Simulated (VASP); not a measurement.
# W (Fm-3m) in VASP: notebook, part 2 of 2

VASP 6.6.1. Earlier steps stand in the parts before.

**4. Electric field gradients, LDA (volume scaled by 0.975)**

The input, INCAR:

```
PREC = Accurate ; ENCUT = 520
EDIFF = 1E-8 ; ISMEAR = -1
SIGMA = 0.05 ; LREAL = F
LASPH = T ; NELM = 100
ALGO = Normal ; ISIF = 2
LWAVE = F ; LCHARG = F
LEFG = T ; NBANDS = 13
```

The input, KPOINTS:

```
regular mesh
0
Gamma
  14 14 14
```

The input, POSCAR:

```
W
1.0
    0.0000000000      2.0129403699      2.0129403699
    2.0129403699      0.0000000000      2.0129403699
    2.0129403699      2.0129403699      0.0000000000
W
1
Direct
    0.0000000000      0.0000000000      0.0000000000
```

Potentials or basis: VASP PAW LDA potentials, release 64 (W_sv).

On the command line:

```bash
cat potpaw_LDA.64/W_sv/POTCAR > POTCAR
mpirun -np 1 vasp_std > vasp.out
```

OUTCAR:

```text
PREC = Accurate
   ENCUT = 520
   EDIFF = 1E-8
   ISMEAR = -1
   LREAL = F
   LASPH = T
   NELM = 100
   ISIF = 2

 ion  position               nearest neighbor table
   1  0.000  0.000  0.000-

  LATTYP: Found a face centered cubic cell.
 ALAT       =     4.0258807398

  Lattice vectors:

 A1 = (   0.0000000000,   2.0129403699,   2.0129403699)
 A2 = (   2.0129403699,   0.0000000000,   2.0129403699)
 A3 = (   2.0129403699,   2.0129403699,   0.0000000000)

Analysis of symmetry for initial positions (statically):
=====================================================================
 Subroutine PRICEL returns:
 Original cell was already a primitive cell.

 Routine SETGRP: Setting up the symmetry group for a
 face centered cubic supercell.

 Subroutine GETGRP returns: Found 48 space group operations
 (whereof 48 operations were pure point group operations)
 out of a pool of 48 trial point group operations.

The static configuration has the point symmetry O_h .

Analysis of symmetry for dynamics (positions and initial velocities):
=====================================================================
 Subroutine PRICEL returns:
 Original cell was already a primitive cell.

 Routine SETGRP: Setting up the symmetry group for a
 face centered cubic supercell.

 Subroutine GETGRP returns: Found 48 space group operations
 (whereof 48 operations were pure point group operations)
 out of a pool of 48 trial point group operations.

The dynamic configuration has the point symmetry O_h .

 Subroutine INISYM returns: Found 48 space group operations
 (whereof 48 operations are pure point group operations),
 and found     1 'primitive' translations

----------------------------------------------------------------------------------------

                                     Primitive cell

  volume of cell :      16.3126

  direct lattice vectors                    reciprocal lattice vectors
     0.000000000  2.012940370  2.012940370    -0.248392852  0.248392852  0.248392852
     2.012940370  0.000000000  2.012940370     0.248392852 -0.248392852  0.248392852
     2.012940370  2.012940370  0.000000000     0.248392852  0.248392852 -0.248392852

  length of vectors
     2.846727571  2.846727571  2.846727571     0.430229040  0.430229040  0.430229040

  position of ions in fractional coordinates (direct lattice)
     0.000000000  0.000000000  0.000000000

  ion indices of the primitive-cell ions
   primitive index   ion index
                 1           1

----------------------------------------------------------------------------------------

 KPOINTS: regular mesh

Automatic generation of k-mesh.
 Grid dimensions read from file:
 generate k-points for:   14   14   14

 Generating k-lattice:

  Cartesian coordinates                     Fractional coordinates (reciprocal lattice)
    -0.017742347  0.017742347  0.017742347     0.071428571  0.000000000  0.000000000
     0.017742347 -0.017742347  0.017742347     0.000000000  0.071428571  0.000000000
[... 73 lines left out ...]
   ISMEAR =    -1;   SIGMA  =   0.05  broadening in eV -4-tet -1-fermi 0-gaus
   EFERMI_NEDOS =   21; number of points for ismear=-14 and -15
   IALGO  =     38    algorithm
   IMIX   =      4    mixing-type and parameters
     AMIX     =   0.40;   BMIX     =  1.00
     AMIX_MAG =   1.60;   BMIX_MAG =  1.00
  volume/ion in A,a.u.               =      16.31       110.08
  Fermi-wavevector in a.u.,A,eV,Ry     =   1.555762  2.939965 32.931495  2.420397
  Thomas-Fermi vector in A             =   2.659656
   LORBIT       =      0    0 simple, 1 ext, 2 COOP (PROOUT), +10 PAW based schemes
   GGA     = CA    functional components
   LHFCALC =     F    Hartree Fock is set to
   AEXX    =    0.0000 exact exchange contribution
   IVDW    =     0    specifies the selected vdW correction
   LEPSILON=     F    determine dielectric tensor
   LRPA    =     F    only Hartree local field effects (RPA)
 non-spin polarized calculation
  energy-cutoff  :      520.00
  volume of cell :       16.31
 maximum number of plane-waves:       459
 NGX is ok and might be reduce to    24
   NGX = 11   NGY = 11   NGZ = 11

 number of electron      14.0000001 magnetization

 Free energy of the ion-electron system (eV)
  ---------------------------------------------------
  ext. energy  EPLUGINS =         0.00000000
  ---------------------------------------------------
  free energy    TOTEN  =       -13.60007780 eV

  energy without entropy =      -13.58988256  energy(sigma->0) =      -13.59498018

 E-fermi :  10.4038     XC(G=0): -13.6591

 val. band max:       10.3922331937   @ k =  -0.1429   0.0714   0.0000
 cond. band min:      10.4132465524   @ k =   0.4286   0.3571   0.0714
 fundamental gap:      0.0210133586
 Fermi energy:        10.4037576551

 k-point     1 :       0.0000    0.0000    0.0000
  band No.  band energies     occupation
      1     -62.7807      2.00000
      2     -26.6494      2.00000
      3     -26.6494      2.00000
      4     -26.6494      2.00000
      5       1.5047      2.00000
      6       9.8435      1.99997
      7       9.8435      1.99997
      8       9.8435      1.99997
      9      12.9587      0.00000
     10      12.9587      0.00000
     11      23.3209      0.00000
     12      28.5006      0.00000
     13      28.5006      0.00000
[... 354 lines left out ...]
  band No.  band energies     occupation
      1     -62.7138      2.00000
      2     -27.2565      2.00000
      3     -26.8136      2.00000
      4     -26.8015      2.00000
      5       4.2478      2.00000
      6       8.1244      2.00000
      7      10.0349      1.99875
      8      11.0152      0.00001
      9      12.4040      0.00000
     10      14.0296      0.00000
     11      25.1648      0.00000
     12      28.1620      0.00000
     13      30.3888      0.00000

 [... further k-points ...]

------------------------ aborting loop because EDIFF is reached ----------------------------------------

  FORCE on cell =-STRESS in cart. coord.  units (eV):
  Direction    XX          YY          ZZ          XY          YZ          ZX
  --------------------------------------------------------------------------------------
  -------------------------------------------------------------------------------------
  Total       -0.9965265     -0.9965265     -0.9965265      0.0000000     -0.0000000      0.0000000
  in kB      -97.8761112    -97.8761112    -97.8761112      0.0000000     -0.0000000      0.0000000
  external PRESSURE =     -97.8761112 kB  Pullay stress =       0.0000000 kB

 VOLUME and BASIS-vectors are now :
 -----------------------------------------------------------------------------
  energy-cutoff  :      520.00
  volume of cell :       16.31
      direct lattice vectors                 reciprocal lattice vectors
     0.000000000  2.012940370  2.012940370    -0.248392852  0.248392852  0.248392852
     2.012940370  0.000000000  2.012940370     0.248392852 -0.248392852  0.248392852
     2.012940370  2.012940370  0.000000000     0.248392852  0.248392852 -0.248392852

 POSITION                                       TOTAL-FORCE (eV/Angst)
 -----------------------------------------------------------------------------------
      0.00000      0.00000      0.00000         0.000000      0.000000      0.000000
 -----------------------------------------------------------------------------------
    total drift:                               -0.000000      0.000000      0.000000

  FREE ENERGIE OF THE ION-ELECTRON SYSTEM (eV)
  ---------------------------------------------------
  free  energy   TOTEN  =       -13.6000777994 eV

  energy  without entropy=      -13.5898825608  energy(sigma->0) =      -13.59498018

 Electric field gradients (V/A^2)
---------------------------------------------------------------------
 ion       V_xx      V_yy      V_zz      V_xy      V_xz      V_yz
---------------------------------------------------------------------
   1      -0.000    -0.000     0.000    -0.000    -0.000    -0.000
---------------------------------------------------------------------

 Electric field gradients after diagonalization (V/A^2)
 (convention: |V_zz| > |V_xx| > |V_yy|)
----------------------------------------------------------------------
 ion       V_xx      V_yy      V_zz     asymmetry (V_yy - V_xx)/ V_zz
----------------------------------------------------------------------
   1       0.000     0.000    -0.000       0.000
----------------------------------------------------------------------

           NMR quadrupolar parameters

 Cq : quadrupolar parameter    Cq=e*Q*V_zz/h
 eta: asymmetry parameters     (V_yy - V_xx)/ V_zz
 Q  : nuclear electric quadrupole moment in mb (millibarn)
----------------------------------------------------------------------
 ion       Cq(MHz)       eta       Q (mb)
----------------------------------------------------------------------
   1      -0.000       0.000       1.000
----------------------------------------------------------------------
```

OSZICAR:

```text
N       E                     dE             d eps       ncg     rms          rms(c)
DAV:   1     0.836244097240E+02    0.83624E+02   -0.74015E+03  2712   0.122E+03
DAV:   2    -0.125666080632E+02   -0.96191E+02   -0.92672E+02  3044   0.315E+02
DAV:   3    -0.142667587438E+02   -0.17002E+01   -0.16897E+01  2969   0.398E+01
DAV:   4    -0.142740419341E+02   -0.72832E-02   -0.72827E-02  3064   0.288E+00
DAV:   5    -0.142741025684E+02   -0.60634E-04   -0.60635E-04  2954   0.252E-01    0.194E+01
DAV:   6    -0.137342162497E+02    0.53989E+00   -0.44776E-01  2874   0.851E+00    0.741E+00
DAV:   7    -0.136055977197E+02    0.12862E+00   -0.19144E-01  3009   0.517E+00    0.461E-01
DAV:   8    -0.136000808809E+02    0.55168E-02   -0.41763E-03  2729   0.865E-01    0.710E-02
DAV:   9    -0.136000735671E+02    0.73138E-05   -0.58427E-05  3428   0.855E-02    0.441E-02
DAV:  10    -0.136000778196E+02   -0.42526E-05   -0.38771E-06  2874   0.257E-02    0.101E-02
DAV:  11    -0.136000778031E+02    0.16544E-07   -0.12033E-07  2944   0.354E-03    0.333E-04
DAV:  12    -0.136000777994E+02    0.36937E-08   -0.28350E-09  1862   0.595E-04
   1 F= -.13600078E+02 E0= -.13594980E+02  d E =-.101952E-01
```

stdout:

```text
POSCAR found type information on POSCAR W
 POSCAR found :  1 types and       1 ions
 scaLAPACK will be used
 LDA part: xc-table for (Slater(with rela. corr.)+CA(PZ))
 , standard interpolation
 POSCAR, INCAR and KPOINTS ok, starting setup
 FFT: planning ... GRIDC
 FFT: planning ... GRID_SOFT
 FFT: planning ... GRID
 WAVECAR not read
 entering main loop
ion   1
```

It took 11 s on 1 thread of Intel Xeon Platinum 8488C (Sapphire Rapids), shared host; peak memory 0.14 GiB.

What came out:

```
Free energy            : -13.6001 eV
Pressure               : -9.8 GPa
Band gap on the k mesh : zero (band 7 reaches 13.66 eV, above the bottom of band 8 at 9.84 eV)
```

Levels at points of the mesh, in eV from the Fermi level:
```
           k point  band 5  band 6  band 7  band 8  band 9  band 10
(0.00, 0.00, 0.00)   -8.90   -0.56   -0.56   -0.56    2.55     2.55
(0.50, 0.00, 0.00)   -5.57   -0.80   -0.80    0.84    5.08     5.08
(0.50, 0.50, 0.00)   -5.49   -4.52    3.26    5.02    5.83     5.83
```

Caveat: the cell differs from its parent crystal (volume scaled by 0.975); without QUAD_EFG the Cq values of the log hold for a quadrupole moment of 1 mb, not for the nuclei; spin-orbit coupling is left out, which moves the levels of the heavy elements.

**5. Electric field gradients, LDA**

This run uses another cell than the first one, of 16.73 Å³/atom, 1.053 times its volume.

The input, INCAR:

```
PREC     = Accurate       # precision mode
ENCUT    = 520            # plane-wave cutoff, eV
EDIFF    = 1E-8           # SCF threshold, eV
ISMEAR   = -1             # smearing method
SIGMA    = 0.05           # smearing width, eV
LREAL    = F              # projectors in reciprocal space
LASPH    = T              # aspherical terms in the spheres
NELM     = 60             # most SCF steps
ALGO     = Normal         # electronic algorithm
ISIF     = 2              # what is computed and relaxed
LWAVE    = F              # write WAVECAR
LCHARG   = F              # write CHGCAR
GGA      = CA             # functional
LEFG     = T            
NBANDS   = 13             # bands
```

KPOINTS is that of step 4.

The input, POSCAR:

```
W
1.0
    0.0000000000      2.0300000000      2.0300000000
    2.0300000000      0.0000000000      2.0300000000
    2.0300000000      2.0300000000      0.0000000000
W
1
Direct
    0.0000000000      0.0000000000      0.0000000000
```

Potentials or basis: VASP PAW LDA potentials, release 64 (W_sv).

On the command line:

```bash
cat potpaw_LDA.64/W_sv/POTCAR > POTCAR
mpirun -np 1 vasp_std > vasp.out
```

OUTCAR:

```text
PREC = Accurate
   ENCUT = 520
   EDIFF = 1E-8
   ISMEAR = -1
   LREAL = F
   LASPH = T
   NELM = 60
   ISIF = 2
   GGA = CA

 ion  position               nearest neighbor table
   1  0.000  0.000  0.000-

  LATTYP: Found a face centered cubic cell.
 ALAT       =     4.0600000000

  Lattice vectors:

 A1 = (   0.0000000000,   2.0300000000,   2.0300000000)
 A2 = (   2.0300000000,   0.0000000000,   2.0300000000)
 A3 = (   2.0300000000,   2.0300000000,   0.0000000000)

Analysis of symmetry for initial positions (statically):
=====================================================================
 Subroutine PRICEL returns:
 Original cell was already a primitive cell.

 Routine SETGRP: Setting up the symmetry group for a
 face centered cubic supercell.

 Subroutine GETGRP returns: Found 48 space group operations
 (whereof 48 operations were pure point group operations)
 out of a pool of 48 trial point group operations.

The static configuration has the point symmetry O_h .

Analysis of symmetry for dynamics (positions and initial velocities):
=====================================================================
 Subroutine PRICEL returns:
 Original cell was already a primitive cell.

 Routine SETGRP: Setting up the symmetry group for a
 face centered cubic supercell.

 Subroutine GETGRP returns: Found 48 space group operations
 (whereof 48 operations were pure point group operations)
 out of a pool of 48 trial point group operations.

The dynamic configuration has the point symmetry O_h .

 Subroutine INISYM returns: Found 48 space group operations
 (whereof 48 operations are pure point group operations),
[... 160 lines left out ...]
     10      12.5270      0.00000
     11      22.9408      0.00000
     12      27.9953      0.00000
     13      27.9953      0.00000
[... 354 lines left out ...]
  band No.  band energies     occupation
      1     -63.1176      2.00000
      2     -27.6342      2.00000
      3     -27.2290      2.00000
      4     -27.2177      2.00000
      5       3.9673      2.00000
      6       7.8585      2.00000
      7       9.7159      1.99791
      8      10.6565      0.00001
      9      11.9957      0.00000
     10      13.5620      0.00000
     11      24.6418      0.00000
     12      27.5448      0.00000
     13      29.6835      0.00000

 [... further k-points ...]

------------------------ aborting loop because EDIFF is reached ----------------------------------------

  FORCE on cell =-STRESS in cart. coord.  units (eV):
  Direction    XX          YY          ZZ          XY          YZ          ZX
  --------------------------------------------------------------------------------------
  -------------------------------------------------------------------------------------
  Total       -1.7075261     -1.7075261     -1.7075261     -0.0000000      0.0000000      0.0000000
  in kB     -163.5158374   -163.5158374   -163.5158374     -0.0000000      0.0000000      0.0000000
  external PRESSURE =    -163.5158374 kB  Pullay stress =       0.0000000 kB

 VOLUME and BASIS-vectors are now :
 -----------------------------------------------------------------------------
  energy-cutoff  :      520.00
  volume of cell :       16.73
      direct lattice vectors                 reciprocal lattice vectors
     0.000000000  2.030000000  2.030000000    -0.246305419  0.246305419  0.246305419
     2.030000000  0.000000000  2.030000000     0.246305419 -0.246305419  0.246305419
     2.030000000  2.030000000  0.000000000     0.246305419  0.246305419 -0.246305419

 POSITION                                       TOTAL-FORCE (eV/Angst)
 -----------------------------------------------------------------------------------
      0.00000      0.00000      0.00000         0.000000      0.000000      0.000000
 -----------------------------------------------------------------------------------
    total drift:                               -0.000000      0.000000      0.000000

  FREE ENERGIE OF THE ION-ELECTRON SYSTEM (eV)
  ---------------------------------------------------
  free  energy   TOTEN  =       -13.5659922419 eV

  energy  without entropy=      -13.5555434618  energy(sigma->0) =      -13.56076785

 Electric field gradients (V/A^2)
---------------------------------------------------------------------
 ion       V_xx      V_yy      V_zz      V_xy      V_xz      V_yz
---------------------------------------------------------------------
   1       0.000    -0.000     0.000    -0.000    -0.000    -0.000
---------------------------------------------------------------------

 Electric field gradients after diagonalization (V/A^2)
 (convention: |V_zz| > |V_xx| > |V_yy|)
----------------------------------------------------------------------
 ion       V_xx      V_yy      V_zz     asymmetry (V_yy - V_xx)/ V_zz
----------------------------------------------------------------------
   1       0.000     0.000    -0.001       0.000
----------------------------------------------------------------------

           NMR quadrupolar parameters

 Cq : quadrupolar parameter    Cq=e*Q*V_zz/h
 eta: asymmetry parameters     (V_yy - V_xx)/ V_zz
 Q  : nuclear electric quadrupole moment in mb (millibarn)
----------------------------------------------------------------------
 ion       Cq(MHz)       eta       Q (mb)
----------------------------------------------------------------------
   1      -0.000       0.000       1.000
----------------------------------------------------------------------
```

OSZICAR:

```text
N       E                     dE             d eps       ncg     rms          rms(c)
DAV:   1     0.846171858136E+02    0.84617E+02   -0.74868E+03  2704   0.122E+03
DAV:   2    -0.125159914385E+02   -0.97133E+02   -0.93563E+02  3059   0.313E+02
DAV:   3    -0.142585564688E+02   -0.17426E+01   -0.17345E+01  2929   0.404E+01
DAV:   4    -0.142664988088E+02   -0.79423E-02   -0.79420E-02  3104   0.304E+00
DAV:   5    -0.142665698065E+02   -0.70998E-04   -0.70996E-04  2989   0.272E-01    0.185E+01
DAV:   6    -0.137013446372E+02    0.56523E+00   -0.47908E-01  2889   0.873E+00    0.686E+00
DAV:   7    -0.135715537943E+02    0.12979E+00   -0.19635E-01  3004   0.519E+00    0.503E-01
DAV:   8    -0.135660345254E+02    0.55193E-02   -0.42463E-03  2724   0.873E-01    0.634E-02
DAV:   9    -0.135659881554E+02    0.46370E-04   -0.78087E-05  3458   0.966E-02    0.401E-02
DAV:  10    -0.135659922937E+02   -0.41383E-05   -0.41435E-06  2864   0.259E-02    0.793E-03
DAV:  11    -0.135659922448E+02    0.48848E-07   -0.15946E-07  2949   0.415E-03    0.474E-04
DAV:  12    -0.135659922419E+02    0.29806E-08   -0.30117E-09  1817   0.607E-04
   1 F= -.13565992E+02 E0= -.13560768E+02  d E =-.104488E-01
```

Wall time 11 s (1 thread of Intel Xeon Platinum 8488C (Sapphire Rapids), shared host); peak memory 0.14 GiB.

What came out:

| Item | Value |
| --- | --- |
| Free energy | -13.5660 eV |
| Pressure | -16.4 GPa |
| Band gap on the k mesh | zero (band 7 reaches 13.17 eV, above the bottom of band 8 at 9.52 eV) |

Caveat: without QUAD_EFG the Cq values of the log hold for a quadrupole moment of 1 mb, not for the nuclei; spin-orbit coupling is left out, which moves the levels of the heavy elements.

**6. Summary**

| cell | gap on the mesh (eV) | pressure (GPa) |
| --- | --- | --- |
| a = 2.822 Å, angles 60.0°, 1 atom | none | -2.3 |
| a = 2.847 Å, angles 60.0°, 1 atom | none | -9.8 |
| a = 2.871 Å, angles 60.0°, 1 atom | none | -16.4 |

Alike in all rows: task electric field gradients; level LDA; potentials or basis VASP PAW LDA potentials, release 64 (W_sv); no spin polarisation; k mesh 14 × 14 × 14; cutoff (eV) 520; smearing fermi-dirac 0.05 eV.

Caveats: spin-orbit coupling is left out, which moves the levels of the heavy elements.

Absolute energies hang on the potentials; compare differences alone.
